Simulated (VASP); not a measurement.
# InSb (F-43m) in VASP: further runs

Runs on InSb. Level: PBE. Tasks: single point.

Everything below comes from runs of VASP 6.6.1. Logs are shortened: lines on timing, memory, paths and dates and some standing lists are left out, and cuts for length are marked.

**Experimental background.**

From “Electronic Structure and Epitaxy of CdTe Shells on InSb Nanowires”, 2021, arxiv:2111.05126, for a bulk crystal of InSb: band gap 0.24 eV.

The results are compared with them further down.

## 1. The cell of the first run

The structure is cubic, space group F-43m (No. 216). Conventional cell: a = 6.429 Å, b = 6.429 Å, c = 6.429 Å, α = 90.00°, β = 90.00°, γ = 90.00°. In (site symmetry -43m) has 4 Sb at 2.78 Å within 3.7 Å. Within 3.7 Å of Sb (site symmetry -43m) lie 4 In at 2.78 Å.

## 2. Single point, PBE (volume scaled by 0.91)

INCAR reads:

```
SYSTEM = InSb
PREC = Accurate ; ENCUT = 520
EDIFF = 1E-6 ; ISMEAR = 0
SIGMA = 0.1 ; LREAL = .FALSE.
LASPH = .TRUE. ; NELM = 60
ALGO = Normal ; ISIF = 2
LWAVE = .FALSE. ; LCHARG = .TRUE.
GGA = PE ; LELF = .TRUE.
LVHAR = .TRUE. ; NBANDS = 16
```

KPOINTS reads:

```
regular mesh
0
G
  14 14 14
  0 0 0
```

POSCAR reads:

```
InSb
1.0
    0.0000000000      3.2147403990      3.2147403990
    3.2147403990      0.0000000000      3.2147403990
    3.2147403990      3.2147403990      0.0000000000
In Sb
1 1
Direct
    0.0000000000      0.0000000000      0.0000000000
    0.2500000000      0.2500000000      0.2500000000
```

Potentials or basis: VASP PAW PBE potentials, release 64 (In_d, Sb).

Command:

```sh
$ cat potpaw_PBE.64/In_d/POTCAR potpaw_PBE.64/Sb/POTCAR > POTCAR
$ mpirun -np 1 vasp_std > vasp.out
```

OUTCAR:

```text
SYSTEM = InSb
   PREC = Accurate
   ENCUT = 520
   EDIFF = 1E-6
   ISMEAR = 0
   LREAL = .FALSE.
   LASPH = .TRUE.
   NELM = 60
   ISIF = 2
   GGA = PE

 ion  position               nearest neighbor table
   1  0.000  0.000  0.000-   2 2.78   2 2.78   2 2.78   2 2.78
   2  0.250  0.250  0.250-   1 2.78   1 2.78   1 2.78   1 2.78

  LATTYP: Found a face centered cubic cell.
 ALAT       =     6.4294807980

  Lattice vectors:

 A1 = (   0.0000000000,   3.2147403990,   3.2147403990)
 A2 = (   3.2147403990,   0.0000000000,   3.2147403990)
 A3 = (   3.2147403990,   3.2147403990,   0.0000000000)

Analysis of symmetry for initial positions (statically):
=====================================================================
 Subroutine PRICEL returns:
 Original cell was already a primitive cell.

 Routine SETGRP: Setting up the symmetry group for a
 face centered cubic supercell.

 Subroutine GETGRP returns: Found 24 space group operations
 (whereof 24 operations were pure point group operations)
 out of a pool of 48 trial point group operations.

The static configuration has the point symmetry T_d .

Analysis of symmetry for dynamics (positions and initial velocities):
=====================================================================
 Subroutine PRICEL returns:
 Original cell was already a primitive cell.

 Routine SETGRP: Setting up the symmetry group for a
 face centered cubic supercell.

 Subroutine GETGRP returns: Found 24 space group operations
 (whereof 24 operations were pure point group operations)
 out of a pool of 48 trial point group operations.

The dynamic configuration has the point symmetry T_d .

 Subroutine INISYM returns: Found 24 space group operations
 (whereof 24 operations are pure point group operations),
 and found     1 'primitive' translations

----------------------------------------------------------------------------------------

                                     Primitive cell

  volume of cell :      66.4458

  direct lattice vectors                    reciprocal lattice vectors
     0.000000000  3.214740399  3.214740399    -0.155533554  0.155533554  0.155533554
     3.214740399  0.000000000  3.214740399     0.155533554 -0.155533554  0.155533554
     3.214740399  3.214740399  0.000000000     0.155533554  0.155533554 -0.155533554

  length of vectors
     4.546329472  4.546329472  4.546329472     0.269392018  0.269392018  0.269392018

[... 73 lines left out ...]
   ICHARG =      2    charge: 1-file 2-atom 10-const
   ISPIN  =      1    spin polarized calculation?
   LNONCOLLINEAR =      F non collinear calculations
   LSORBIT =      F    spin-orbit coupling
   LASPH  =      T    aspherical Exc in radial PAW
   ENCUT  =  520.0 eV  38.22 Ry    6.18 a.u.   8.45  8.45  8.45*2*pi/ulx,y,z
   NELM   =     60;   NELMIN=  2; NELMDL= -5     # of ELM steps
   EDIFF  = 0.1E-05   stopping-criterion for ELM
   LREAL  =      F    real-space projection
   EDIFFG = 0.1E-04   stopping-criterion for IOM
   NSW    =      0    number of steps for IOM
   IBRION =     -1    ionic relax: 0-MD 1-quasi-New 2-CG
   NFREE  =      0    steps in history (QN), initial steepest desc. (CG)
   ISIF   =      2    stress and relaxation
   ISYM   =      2    0-nonsym 1-usesym 2-fastsym
   POTIM  = 0.5000    time-step for ionic-motion
   TEBEG  =    0.0;   TEEND  =   0.0 temperature during run
   PSTRESS=    0.0 pullay stress
   NELECT =      18.0000    total number of electrons
   NUPDOWN=      -1.0000    fix difference up-down
   EMIN   =  10.00;   EMAX   =-10.00  energy-range for DOS
   EFERMI =   0.00;   METHOD = LEGACY
   ISMEAR =     0;   SIGMA  =   0.10  broadening in eV -4-tet -1-fermi 0-gaus
   EFERMI_NEDOS =   21; number of points for ismear=-14 and -15
   IALGO  =     38    algorithm
   IMIX   =      4    mixing-type and parameters
     AMIX     =   0.40;   BMIX     =  1.00
     AMIX_MAG =   1.60;   BMIX_MAG =  1.00
  volume/ion in A,a.u.               =      33.22       224.20
  Fermi-wavevector in a.u.,A,eV,Ry     =   1.059278  2.001744 15.266674  1.122069
  Thomas-Fermi vector in A             =   2.194617
   LORBIT       =      0    0 simple, 1 ext, 2 COOP (PROOUT), +10 PAW based schemes
   GGA     = PE    functional components
   LHFCALC =     F    Hartree Fock is set to
   AEXX    =    0.0000 exact exchange contribution
   IVDW    =     0    specifies the selected vdW correction
   LEPSILON=     F    determine dielectric tensor
   LRPA    =     F    only Hartree local field effects (RPA)
 non-spin polarized calculation
 Gauss-broadening in eV      SIGMA  =   0.10
  energy-cutoff  :      520.00
  volume of cell :       66.45
 maximum number of plane-waves:      1820
 NGX is ok and might be reduce to    36
   NGX = 17   NGY = 17   NGZ = 17

 number of electron      17.9999999 magnetization

 Free energy of the ion-electron system (eV)
  ---------------------------------------------------
  ext. energy  EPLUGINS =         0.00000000
  ---------------------------------------------------
  free energy    TOTEN  =        -6.87162561 eV

  energy without entropy =       -6.87152251  energy(sigma->0) =       -6.87157406

 E-fermi :   5.4226     XC(G=0):  -8.7852

 val. band max:        5.3528002639   @ k =   0.0000   0.0000   0.0000
 cond. band min:       5.9313083052   @ k =   0.5000   0.0000   0.0000
 fundamental gap:      0.5785080412
 Fermi energy:         5.4226058228

 k-point     1 :       0.0000    0.0000    0.0000
  band No.  band energies     occupation
      1      -9.3049      2.00000
      2      -9.3049      2.00000
      3      -9.3049      2.00000
      4      -9.2130      2.00000
      5      -9.2130      2.00000
      6      -5.5147      2.00000
[... 433 lines left out ...]
      3      -9.2865      2.00000
      4      -9.2187      2.00000
      5      -9.2098      2.00000
      6      -4.8427      2.00000
[... 8 lines left out ...]
     15      13.4317      0.00000
     16      13.7400      0.00000

 [... further k-points ...]
[... 5 lines left out ...]
  --------------------------------------------------------------------------------------
  -------------------------------------------------------------------------------------
  Total        1.7965864      1.7965864      1.7965864      0.0000000      0.0000000     -0.0000000
  in kB       43.3202509     43.3202509     43.3202509      0.0000000      0.0000000     -0.0000000
  external PRESSURE =      43.3202509 kB  Pullay stress =       0.0000000 kB

 VOLUME and BASIS-vectors are now :
 -----------------------------------------------------------------------------
  energy-cutoff  :      520.00
  volume of cell :       66.45
      direct lattice vectors                 reciprocal lattice vectors
     0.000000000  3.214740399  3.214740399    -0.155533554  0.155533554  0.155533554
     3.214740399  0.000000000  3.214740399     0.155533554 -0.155533554  0.155533554
     3.214740399  3.214740399  0.000000000     0.155533554  0.155533554 -0.155533554

 POSITION                                       TOTAL-FORCE (eV/Angst)
 -----------------------------------------------------------------------------------
      0.00000      0.00000      0.00000        -0.000000     -0.000000      0.000000
      1.60737      1.60737      1.60737         0.000000      0.000000     -0.000000
 -----------------------------------------------------------------------------------
    total drift:                               -0.000000     -0.000000     -0.000000

  FREE ENERGIE OF THE ION-ELECTRON SYSTEM (eV)
  ---------------------------------------------------
  free  energy   TOTEN  =        -6.8716256130 eV

  energy  without entropy=       -6.8715225135  energy(sigma->0) =       -6.87157406
```

OSZICAR:

```text
N       E                     dE             d eps       ncg     rms          rms(c)
DAV:   1     0.115049912356E+03    0.11505E+03   -0.79531E+03  3336   0.112E+03
DAV:   2     0.417524606120E+00   -0.11463E+03   -0.11091E+03  3736   0.286E+02
DAV:   3    -0.677520604144E+01   -0.71927E+01   -0.71679E+01  4264   0.730E+01
DAV:   4    -0.697611130347E+01   -0.20091E+00   -0.20087E+00  4192   0.139E+01
DAV:   5    -0.698653967033E+01   -0.10428E-01   -0.10428E-01  5024   0.264E+00    0.434E+00
DAV:   6    -0.688529949035E+01    0.10124E+00   -0.15332E-01  4864   0.610E+00    0.251E+00
DAV:   7    -0.686998938440E+01    0.15310E-01   -0.72509E-02  4464   0.257E+00    0.639E-01
DAV:   8    -0.687091238865E+01   -0.92300E-03   -0.79858E-03  4408   0.105E+00    0.275E-01
DAV:   9    -0.687153974543E+01   -0.62736E-03   -0.94825E-04  4072   0.261E-01    0.764E-02
DAV:  10    -0.687158318404E+01   -0.43439E-04   -0.48737E-05  4600   0.475E-02    0.392E-02
DAV:  11    -0.687162396082E+01   -0.40777E-04   -0.70849E-05  3808   0.555E-02    0.233E-02
DAV:  12    -0.687162540895E+01   -0.14481E-05   -0.11624E-06  3832   0.806E-03    0.625E-03
DAV:  13    -0.687162561299E+01   -0.20404E-06   -0.13794E-06  3824   0.651E-03
   1 F= -.68716256E+01 E0= -.68715741E+01  d E =-.103099E-03
```

It took 2.1 min on 1 thread of Intel Xeon 6975P-C, shared host; peak memory 0.28 GiB.

Results:

```yaml
Free_energy: -6.8716 eV
Pressure: 4.3 GPa
Band_gap_on_the_k_mesh: zero (filled and empty bands touch)
```

Caveat: spin-orbit coupling is left out, which moves the levels of the heavy elements.

## 3. Single point, PBE (volume scaled by 0.94)

INCAR reads:

```
SYSTEM = InSb
ALGO = Normal
EDIFF = 1E-6
ENCUT = 520
GGA = PE
ISIF = 2
ISMEAR = 0
LASPH = .True.
LCHARG = .False.
LREAL = .False.
LWAVE = .False.
NBANDS = 16
NELM = 80
PREC = Accurate
SIGMA = 0.1
```

KPOINTS reads:

```
k-points
0
Gamma
  14 14 14
  0 0 0
```

POSCAR reads:

```
InSb
1.0
    0.0000000000      3.2496859673      3.2496859673
    3.2496859673      0.0000000000      3.2496859673
    3.2496859673      3.2496859673      0.0000000000
In Sb
1 1
Direct
    0.0000000000      0.0000000000      0.0000000000
    0.2500000000      0.2500000000      0.2500000000
```

Potentials or basis: VASP PAW PBE potentials, release 64 (In_d, Sb).

Command:

```sh
$ cat potpaw_PBE.64/In_d/POTCAR potpaw_PBE.64/Sb/POTCAR > POTCAR
$ mpirun -np 1 vasp_std > vasp.out
```

OUTCAR:

```text
SYSTEM = InSb
   EDIFF = 1E-6
   ENCUT = 520
   GGA = PE
   ISIF = 2
   ISMEAR = 0
   LASPH = .True.
   LREAL = .False.
   NELM = 80
   PREC = Accurate

 ion  position               nearest neighbor table
   1  0.000  0.000  0.000-   2 2.81   2 2.81   2 2.81   2 2.81
   2  0.250  0.250  0.250-   1 2.81   1 2.81   1 2.81   1 2.81

  LATTYP: Found a face centered cubic cell.
 ALAT       =     6.4993719346

  Lattice vectors:

 A1 = (   0.0000000000,   3.2496859673,   3.2496859673)
 A2 = (   3.2496859673,   0.0000000000,   3.2496859673)
 A3 = (   3.2496859673,   3.2496859673,   0.0000000000)

Analysis of symmetry for initial positions (statically):
=====================================================================
 Subroutine PRICEL returns:
 Original cell was already a primitive cell.

 Routine SETGRP: Setting up the symmetry group for a
 face centered cubic supercell.

 Subroutine GETGRP returns: Found 24 space group operations
 (whereof 24 operations were pure point group operations)
 out of a pool of 48 trial point group operations.

[... 157 lines left out ...]
  ext. energy  EPLUGINS =         0.00000000
  ---------------------------------------------------
  free energy    TOTEN  =        -6.91924057 eV

  energy without entropy =       -6.91913676  energy(sigma->0) =       -6.91918866

 E-fermi :   5.0770     XC(G=0):  -8.6457

 val. band max:        5.0057141129   @ k =   0.0000   0.0000   0.0000
 cond. band min:       5.5275142857   @ k =   0.5000   0.0000   0.0000
 fundamental gap:      0.5218001728
 Fermi energy:         5.0769619438

 k-point     1 :       0.0000    0.0000    0.0000
  band No.  band energies     occupation
      1      -9.5794      2.00000
      2      -9.5794      2.00000
      3      -9.5794      2.00000
      4      -9.4968      2.00000
      5      -9.4968      2.00000
      6      -5.6524      2.00000
[... 433 lines left out ...]
      3      -9.5631      2.00000
      4      -9.5018      2.00000
      5      -9.4939      2.00000
      6      -5.0135      2.00000
[... 8 lines left out ...]
     15      13.0257      0.00000
     16      13.3415      0.00000

 [... further k-points ...]
[... 5 lines left out ...]
  --------------------------------------------------------------------------------------
  -------------------------------------------------------------------------------------
  Total        1.1217738      1.1217738      1.1217738      0.0000000      0.0000000     -0.0000000
  in kB       26.1855500     26.1855500     26.1855500      0.0000000      0.0000000     -0.0000000
  external PRESSURE =      26.1855500 kB  Pullay stress =       0.0000000 kB

 VOLUME and BASIS-vectors are now :
 -----------------------------------------------------------------------------
  energy-cutoff  :      520.00
  volume of cell :       68.64
      direct lattice vectors                 reciprocal lattice vectors
     0.000000000  3.249685967  3.249685967    -0.153861021  0.153861021  0.153861021
     3.249685967  0.000000000  3.249685967     0.153861021 -0.153861021  0.153861021
     3.249685967  3.249685967  0.000000000     0.153861021  0.153861021 -0.153861021

 POSITION                                       TOTAL-FORCE (eV/Angst)
 -----------------------------------------------------------------------------------
      0.00000      0.00000      0.00000        -0.000000     -0.000000     -0.000000
      1.62484      1.62484      1.62484         0.000000      0.000000      0.000000
 -----------------------------------------------------------------------------------
    total drift:                               -0.000000     -0.000000     -0.000000

  FREE ENERGIE OF THE ION-ELECTRON SYSTEM (eV)
  ---------------------------------------------------
  free  energy   TOTEN  =        -6.9192405727 eV

  energy  without entropy=       -6.9191367565  energy(sigma->0) =       -6.91918866
```

OSZICAR:

```text
N       E                     dE             d eps       ncg     rms          rms(c)
DAV:   1     0.113834900593E+03    0.11383E+03   -0.78843E+03  3328   0.111E+03
DAV:   2     0.270453647117E+00   -0.11356E+03   -0.10993E+03  3760   0.283E+02
DAV:   3    -0.681689764302E+01   -0.70874E+01   -0.70586E+01  4224   0.727E+01
DAV:   4    -0.701573532918E+01   -0.19884E+00   -0.19880E+00  4224   0.139E+01
DAV:   5    -0.702733341578E+01   -0.11598E-01   -0.11598E-01  4984   0.280E+00    0.411E+00
DAV:   6    -0.693081749683E+01    0.96516E-01   -0.15234E-01  4888   0.592E+00    0.239E+00
DAV:   7    -0.691749799087E+01    0.13320E-01   -0.67814E-02  4408   0.242E+00    0.619E-01
DAV:   8    -0.691850822288E+01   -0.10102E-02   -0.75751E-03  4392   0.997E-01    0.255E-01
DAV:   9    -0.691914925384E+01   -0.64103E-03   -0.92929E-04  4104   0.255E-01    0.754E-02
DAV:  10    -0.691919609598E+01   -0.46842E-04   -0.48891E-05  4488   0.477E-02    0.374E-02
DAV:  11    -0.691923879995E+01   -0.42704E-04   -0.76068E-05  3832   0.564E-02    0.235E-02
DAV:  12    -0.691924019223E+01   -0.13923E-05   -0.12267E-06  3888   0.788E-03    0.646E-03
DAV:  13    -0.691924057273E+01   -0.38051E-06   -0.14100E-06  3872   0.674E-03
   1 F= -.69192406E+01 E0= -.69191887E+01  d E =-.103816E-03
```

Run time: 2.1 min. Hardware: 1 thread of Intel Xeon 6975P-C, shared host; peak memory 0.28 GiB.

What came out:

| Item | Value |
| --- | --- |
| Free energy | -6.9192 eV |
| Pressure | 2.6 GPa |
| Band gap on the k mesh | zero (filled and empty bands touch) |

Levels at points of the mesh, in eV from the Fermi level:
| k point | band 6 | band 7 | band 8 | band 9 | band 10 | band 11 | band 12 | band 13 |
| --- | --- | --- | --- | --- | --- | --- | --- | --- |
| (0.00, 0.00, 0.00) | -10.73 | -0.31 | -0.07 | -0.07 | -0.07 | 2.89 | 2.89 | 2.89 |
| (0.50, 0.00, 0.00) | -9.39 | -5.65 | -1.06 | -1.06 | 0.45 | 3.74 | 3.74 | 6.03 |
| (0.50, 0.50, 0.00) | -8.79 | -5.95 | -2.30 | -2.30 | 1.26 | 1.29 | 8.03 | 8.03 |

Caveat: spin-orbit coupling is left out, which moves the levels of the heavy elements.

[end of part 1 of 2]
